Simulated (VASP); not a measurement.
Input of a VASP 6.6.1 run:

File INCAR:

```
PREC     = Accurate       # precision mode
ENCUT    = 600            # plane-wave cutoff, eV
EDIFF    = 1E-6           # SCF threshold, eV
ISMEAR   = 0              # smearing method
SIGMA    = 0.1            # smearing width, eV
LREAL    = False          # projectors in reciprocal space
LASPH    = True           # aspherical terms in the spheres
NELM     = 60             # most SCF steps
ALGO     = Normal         # electronic algorithm
ISIF     = 3              # what is computed and relaxed
LWAVE    = False          # write WAVECAR
LCHARG   = False          # write CHGCAR
GGA      = PE             # functional
IBRION   = 2              # ionic algorithm
NSW      = 90             # ionic steps
EDIFFG   = -0.04          # ionic threshold
```

KPOINTS

```
Automatic mesh
0
Gamma
  6 6 4
```

File POSCAR:

```
LiS3
1.0
    4.3350719900      0.0000000000      0.0000000000
   -2.1675359900      3.7542824700      0.0000000000
    0.0000000000      0.0000000000      5.2500927700
Li S
1 3
Direct
    0.0000000000      0.0000000000      0.0000000000
    0.3333333300      0.6666666700      0.5000000000
    0.6666666700      0.3333333300      0.5000000000
    0.0000000000      0.0000000000      0.5000000000
```

Potentials or basis: VASP PAW PBE potentials, release 64 (Li_sv, S).

Command:

```console
$ cat potpaw_PBE.64/Li_sv/POTCAR potpaw_PBE.64/S/POTCAR > POTCAR
$ mpirun -np 1 vasp_std > vasp.out
```

**Question.** Predict the space group after relaxing (to 0.1 Å).

**Answer.** P6/mmm (No. 191).

**Question.** Predict the band gap on the k mesh.

**Answer.** Zero (an odd number of electrons rules out a gap without spin polarisation).

**Question.** Predict the relaxed volume.

**Answer.** 20.83 Å³/atom.

**Question.** Predict the relaxed cell.

**Answer.** a = 4.548 Å, b = 4.548 Å, c = 4.649 Å, α = 90.00°, β = 90.00°, γ = 120.00°.

Step by step:
| step | energy change (eV) | largest force (eV/Å) | pressure (GPa) | volume (Å³) |
| --- | --- | --- | --- | --- |
| 1 | 0.0000 | 0.0000 | 5.10 | 85.45 |
| 2 | -0.4559 | 0.0000 | -3.61 | 93.62 |
| 3 | -0.4667 | 0.0000 | -2.66 | 92.34 |
| 4 | -0.5527 | 0.0000 | -1.73 | 88.21 |
| 5 | -0.5872 | 0.0000 | -0.66 | 84.63 |
| 6 | -0.5884 | 0.0000 | -0.34 | 83.76 |
| 7 | -0.5884 | 0.0000 | -0.41 | 83.93 |
| 8 | -0.5895 | 0.0000 | 0.12 | 83.30 |

Caveat: the cutoff is under 1.25 times the usual one of these potentials, so pressure, stress and relaxed cells hold a basis-set (Pulay) error.
